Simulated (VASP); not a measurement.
A run of VASP 6.6.1:

Contents of POSCAR:

```
B6As
1.0
    3.0684222178      1.7715543935      3.9649353976
   -3.0684222178      1.7715543935      3.9649353976
    0.0000000000     -3.5431087869      3.9649353976
B As
12 2
Direct
    0.0152897200      0.0152897200      0.3248784800
    0.0152897200      0.3248784800      0.0152897200
    0.8218557000      0.2724864900      0.8218557000
    0.8218557000      0.8218557000      0.2724864900
    0.2724864900      0.8218557000      0.8218557000
    0.7275135100      0.1781443000      0.1781443000
    0.1781443000      0.7275135100      0.1781443000
    0.1781443000      0.1781443000      0.7275135100
    0.9847102800      0.6751215200      0.9847102800
    0.9847102800      0.9847102800      0.6751215200
    0.6751215200      0.9847102800      0.9847102800
    0.3248784800      0.0152897200      0.0152897200
    0.6005523500      0.6005523500      0.6005523500
    0.3994476500      0.3994476500      0.3994476500
```

The input INCAR.step1:

```
SYSTEM = B6As
PREC = Accurate
ENCUT = 600
ISMEAR = 0
SIGMA = 0.02
LREAL = .False.
LASPH = .True.
NELM = 60
GGA = PE
ALGO = Normal
EDIFF = 1E-4
LWAVE = .True.
LCHARG = .False.
```

Contents of INCAR.step2:

```
SYSTEM = B6As
PREC = Accurate
ENCUT = 600
EDIFF = 1E-6
ISMEAR = 0
SIGMA = 0.02
LREAL = .False.
LASPH = .True.
NELM = 60
ALGO = Normal
ISIF = 3
LWAVE = .False.
LCHARG = .False.
METAGGA = R2SCAN
LMIXTAU = .True.
IBRION = 2
NSW = 100
EDIFFG = -0.005
ISTART = 1
```

The input KPOINTS:

```
regular mesh
0
Gamma
  6 6 6
  0 0 0
```

Potentials or basis: VASP PAW PBE potentials, release 64 (B, As).

Command:

```sh
$ cat potpaw_PBE.64/B/POTCAR potpaw_PBE.64/As/POTCAR > POTCAR
$ cp INCAR.step1 INCAR
$ mpirun -np 1 vasp_std > vasp.out
$ cp INCAR.step2 INCAR
$ mpirun -np 1 vasp_std > vasp.out
```

Hardware: 1 thread of AMD EPYC 9755 128-Core Processor, with other jobs on the host.

Q: How long does it take, and how much memory?

A: It took 40 min on 1 thread of AMD EPYC 9755 128-Core Processor, with other jobs on the host, peak memory 0.33 GiB. Counts: k points 32, ion steps 4.
